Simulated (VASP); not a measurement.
Crystal: Sr.

```xyz
1
Lattice="-2.5561 2.5561 2.5561 2.5561 -2.5561 2.5561 2.5561 2.5561 -2.5561" Properties=species:S:1:pos:R:3 pbc="T T T"
Sr    0.0000    0.0000    0.0000
```

This isn't the form of Sr at room conditions, which is fcc.

```yaml
Program: VASP 6.6.1
Task: relaxation of cell and atoms
Functional: PBEsol
Potentials_or_basis: VASP PAW PBE potentials, release 64 (Sr_sv)
Cutoff: 600 eV
k_mesh: 12 × 12 × 12
Occupations: gaussian, width 0.1 eV
Spin: no spin polarisation
```

At the start: pressure -2.1 GPa; volume 66.80 Å³/atom.

Task: How do energy, volume and symmetry change on relaxing?

Result: Over 5 steps the energy falls by 125.6 meV/atom and the volume is 51.06 Å³/atom (-23.6 %); space group Im-3m (No. 229, to 0.1 Å) before and after.

The path:
| step | energy change (eV) | largest force (eV/Å) | pressure (GPa) | volume (Å³) |
| --- | --- | --- | --- | --- |
| 1 | 0.0000 | 0.0000 | -2.06 | 66.80 |
| 2 | -0.0874 | 0.0000 | -1.39 | 58.84 |
| 3 | -0.1244 | 0.0000 | -0.31 | 52.30 |
| 4 | -0.1256 | 0.0000 | 0.05 | 50.77 |
| 5 | -0.1256 | 0.0000 | -0.02 | 51.06 |

Final structure:
```
CELL_PARAMETERS angstrom
-2.33706 2.33706 2.33706
2.33706 -2.33706 2.33706
2.33706 2.33706 -2.33706
ATOMIC_POSITIONS crystal
Sr 0.00000 0.00000 0.00000
```

Caveat: the volume moved by over 15 % at a fixed basis, so the end points are rough; the PAW data sets were made with another functional, which shifts forces and pressure a little.
